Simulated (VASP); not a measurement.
Write the native input for VASP 6.6.1 that does the following.

| Quantity | Value |
| --- | --- |
| Task | single point |
| Functional | LDA |
| Potentials or basis | VASP PAW LDA potentials, release 64 (Ag, Cl) |
| Cutoff | 520 eV |
| k mesh | 2 × 2 × 1 |
| Occupations | fermi-dirac, width 0.05 eV |
| Spin | no spin polarisation |
| Dipole correction | no |
| Further INCAR settings | ALGO = Normal; EDIFF = 1e-07; NBANDS = 66 |

The structure of AgCl lies in POSCAR:

```
AgCl
1.0
    5.3146610000      0.0000000000      0.0000000000
   -2.2773570000      6.1553540000      0.0000000000
    0.0000000000      0.0000000000     16.3285760000
Ag Cl
6 6
Direct
    0.8588728462      0.9354782844      0.1049448525
    0.6743729919      0.3077970820      0.0789903541
    0.2765267735      0.2011744572      0.2176674806
    0.0975069643      0.5447615198      0.2243428943
    0.7997478606      0.3729273735      0.3722859850
    0.5462465504      0.7240038510      0.3809946440
    0.1969042292      0.3691907890      0.0612423276
    0.3363273091      0.8740683314      0.1226928790
    0.6903399903      0.5805515004      0.1750673176
    0.7479498959      0.0230531014      0.3014163636
    0.0988810377      0.7485515861      0.3729412779
    0.3309021792      0.3314512861      0.3995388208
```

These files were run (other wordings do the same):

INCAR

```
SYSTEM = AgCl
PREC = Accurate
ENCUT = 520
EDIFF = 1E-7
ISMEAR = -1
SIGMA = 0.05
LREAL = .False.
LASPH = .True.
NELM = 60
ALGO = Normal
ISIF = 2
LWAVE = .False.
LCHARG = .False.
NBANDS = 66
```

KPOINTS

```
Automatic mesh
0
Gamma
  2 2 1
  0 0 0
```

Potentials or basis: VASP PAW LDA potentials, release 64 (Ag, Cl).

Command:

```console
$ cat potpaw_LDA.64/Ag/POTCAR potpaw_LDA.64/Cl/POTCAR > POTCAR
$ mpirun -np 1 vasp_std > vasp.out
```

Results of the run:

```
Largest force          : 1.620 eV/Å
Band gap on the k mesh : 0.09 eV, indirect (least direct gap 1.08 eV)
```

Caveat: the k points lie up to 0.63 Å⁻¹ apart.

It took 10 min on 1 thread of Oxide Virtual Turin-like Processor (shared host), peak memory 0.41 GiB.
